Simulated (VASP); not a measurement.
## Mn: single point with PBE

The system is Mn.

```
Mn
1.0
     2.48365    0.00000    0.00000
    -1.24182    2.15090    0.00000
     0.00000    0.00000    4.02620
Mn
2
Direct
  0.33333 0.66667 0.25000
  0.66667 0.33333 0.75000
```

| Property | Result |
| --- | --- |
| Program | VASP 6.6.1 |
| Task | single point |
| Functional | PBE |
| Potentials or basis | VASP PAW PBE potentials, release 64 (Mn_pv) |
| Cutoff | 520 eV |
| k mesh | 10 × 10 × 6 |
| Occupations | fermi-dirac, width 0.05 eV |
| Spin | collinear spin, ferromagnetic start |
| Starting moments | [3.0, 3.0] μB |
| Fixed moment | 6 μB |
| Dipole correction | no |
| Further INCAR settings | ALGO = Normal; EDIFF = 1e-07; NBANDS = 24 |

| Quantity | Value |
| --- | --- |
| Pressure | 58.6 GPa |
| Net moment | 6.00 μB per cell |
| Site moments | Mn +2.89 μB |
| Valence electrons inside the program's atomic spheres | Mn 12.01 |

Stress tensor (GPa, compression positive):
```
57.05  0.00  0.00
 0.00 57.05  0.00
 0.00  0.00 61.79
```

Wall time 29 s on 1 thread of Intel(R) Xeon(R) 6975P-C (Granite Rapids) (shared host), peak memory 0.15 GiB.

Caveat: the total moment is fixed, so each spin has its own Fermi level.
